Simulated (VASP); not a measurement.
# Mo (I4/mmm) in VASP: further runs, part 2 of 2

VASP 6.6.1. The steps go on from the part before.

### Step 4. Single point, PBE (strain +0.0400 x Voigt [0, 1, 0, 0, 0, 0])

INCAR

```
ALGO = Fast ; EDIFF = 1E-6
ENCUT = 520 ; GGA = PE
ISIF = 2 ; ISMEAR = 0
LASPH = True ; LCHARG = False
LREAL = False ; LWAVE = False
NBANDS = 13 ; NELM = 100
PREC = Accurate ; SIGMA = 0.15
```

KPOINTS

```
k-points
0
Gamma
  26 26 26
```

POSCAR

```
Mo
1.0
   -1.5802194356      1.6434282130      1.5802194356
    1.5802194356     -1.6434282130      1.5802194356
    1.5802194356      1.6434282130     -1.5802194356
Mo
1
Direct
    0.0000000000      0.0000000000      0.0000000000
```

Potentials or basis: VASP PAW PBE potentials, release 64 (Mo_sv).

Started as:

```sh
> cat potpaw_PBE.64/Mo_sv/POTCAR > POTCAR
> mpirun -np 1 vasp_std > vasp.out
```

OUTCAR:

```text
EDIFF = 1E-6
   ENCUT = 520
   GGA = PE
   ISIF = 2
   ISMEAR = 0
   LASPH = True
   LREAL = False
   NELM = 100
   PREC = Accurate

 ion  position               nearest neighbor table
   1  0.000  0.000  0.000-

  LATTYP: Found a body centered tetragonal cell.
 ALAT       =     3.1604388712
 C/A-ratio  =     1.0400000000

  Lattice vectors:

 A1 = (  -1.5802194356,  -1.6434282130,   1.5802194356)
 A2 = (   1.5802194356,  -1.6434282130,  -1.5802194356)
 A3 = (   1.5802194356,   1.6434282130,   1.5802194356)

Analysis of symmetry for initial positions (statically):
=====================================================================
 Subroutine PRICEL returns:
 Original cell was already a primitive cell.

 Routine SETGRP: Setting up the symmetry group for a
 body centered tetragonal supercell.

 Subroutine GETGRP returns: Found 16 space group operations
 (whereof 16 operations were pure point group operations)
 out of a pool of 16 trial point group operations.

The static configuration has the point symmetry D_4h.

Analysis of symmetry for dynamics (positions and initial velocities):
[... 171 lines left out ...]
      4     -22.8243      2.00000
      5       4.7540      2.00000
      6      10.4255      2.00000
      7      10.4255      2.00000
      8      10.8345      2.00000
      9      13.1193      0.00000
     10      13.6382      0.00000
     11      26.1161      0.00000
     12      26.8313      0.00000
     13      26.8313      0.00000
[... 354 lines left out ...]
  band No.  band energies     occupation
      1     -49.2780      2.00000
      2     -23.8382      2.00000
      3     -23.1374      2.00000
      4     -22.8385      2.00000
      5       7.0219      2.00000
      6       9.0658      2.00000
      7      11.4060      1.99988
      8      13.0461      0.00000
      9      13.9015      0.00000
     10      14.9238      0.00000
     11      24.5119      0.00000
     12      24.7899      0.00000
     13      30.9330      0.00000

 [... further k-points ...]

------------------------ aborting loop because EDIFF is reached ----------------------------------------

  FORCE on cell =-STRESS in cart. coord.  units (eV):
  Direction    XX          YY          ZZ          XY          YZ          ZX
  --------------------------------------------------------------------------------------
  -------------------------------------------------------------------------------------
  Total       -0.5218878     -1.6028105     -0.5218878     -0.0000000      0.0000000      0.0000000
  in kB      -50.9380398   -156.4397935    -50.9380398     -0.0000000      0.0000000      0.0000000
  external PRESSURE =     -86.1052910 kB  Pullay stress =       0.0000000 kB

 VOLUME and BASIS-vectors are now :
 -----------------------------------------------------------------------------
  energy-cutoff  :      520.00
  volume of cell :       16.42
      direct lattice vectors                 reciprocal lattice vectors
    -1.580219436  1.643428213  1.580219436     0.000000000  0.304242069  0.316411752
     1.580219436 -1.643428213  1.580219436     0.316411752  0.000000000  0.316411752
     1.580219436  1.643428213 -1.580219436     0.316411752  0.304242069  0.000000000

 POSITION                                       TOTAL-FORCE (eV/Angst)
 -----------------------------------------------------------------------------------
      0.00000      0.00000      0.00000        -0.000000      0.000000      0.000000
 -----------------------------------------------------------------------------------
    total drift:                                0.000000      0.000000     -0.000000

  FREE ENERGIE OF THE ION-ELECTRON SYSTEM (eV)
  ---------------------------------------------------
  free  energy   TOTEN  =       -10.9082014232 eV

  energy  without entropy=      -10.9011213176  energy(sigma->0) =      -10.90466137
```

OSZICAR:

```text
N       E                     dE             d eps       ncg     rms          rms(c)
DAV:   1     0.924810550530E+02    0.92481E+02   -0.80104E+03 34825   0.110E+03
DAV:   2    -0.104138048931E+02   -0.10289E+03   -0.99045E+02 39775   0.309E+02
DAV:   3    -0.116070720795E+02   -0.11933E+01   -0.11893E+01 38715   0.332E+01
DAV:   4    -0.116098574299E+02   -0.27854E-02   -0.27853E-02 38560   0.195E+00
DAV:   5    -0.116098759943E+02   -0.18564E-04   -0.18564E-04 39355   0.142E-01    0.131E+01
RMM:   6    -0.109878649286E+02    0.62201E+00   -0.76439E-01 34690   0.808E+00    0.354E+00
RMM:   7    -0.109110381899E+02    0.76827E-01   -0.20512E-01 35537   0.410E+00    0.119E+00
RMM:   8    -0.109084659356E+02    0.25723E-02   -0.10909E-02 38220   0.115E+00    0.149E-01
RMM:   9    -0.109082110085E+02    0.25493E-03   -0.12064E-03 38764   0.362E-01    0.414E-02
RMM:  10    -0.109082027827E+02    0.82258E-05   -0.21243E-04 39765   0.157E-01    0.268E-02
RMM:  11    -0.109082018846E+02    0.89808E-06   -0.16672E-05 39211   0.519E-02    0.226E-03
RMM:  12    -0.109082014232E+02    0.46141E-06   -0.29304E-06 31675   0.212E-02
   1 F= -.10908201E+02 E0= -.10904661E+02  d E =-.708011E-02
```

It took 88 s on 1 thread of Intel Xeon 6975P-C (Granite Rapids), shared host; peak memory 0.37 GiB.

Results:

* Free energy: -10.9082 eV
* Pressure: -8.6 GPa
* Band gap on the k mesh: zero (bands 7 and 8 overlap by 4.67 eV)

Caveat: the cell differs from its parent crystal (strain +0.0400 x Voigt [0, 1, 0, 0, 0, 0]); the cell stands under tension.

### Step 5. Summary

```tsv
cell	further INCAR settings	gap on the mesh (eV)	pressure (GPa)
a = 2.765 Å, angles 110.3, 107.9, 110.3°, 1 atom	ALGO = Fast; EDIFF = 1e-06; NBANDS = 13	none	-6.5
a = 2.769 Å, angles 110.4, 107.6, 110.4°, 1 atom	ALGO = Fast; EDIFF = 1e-07; NBANDS = 13	none	-7.6
a = 2.774 Å, angles 110.5, 107.3, 110.5°, 1 atom	ALGO = Fast; EDIFF = 1e-06; NBANDS = 13	none	-8.6
```

Alike in all rows: task single point; level PBE; potentials or basis VASP PAW PBE potentials, release 64 (Mo_sv); no spin polarisation; k mesh 26 × 26 × 26; cutoff (eV) 520; smearing gaussian 0.15 eV.

Caveats: the cell stands under tension.

Total energies depend on the potentials used, so only differences within one code and one set of settings carry meaning.
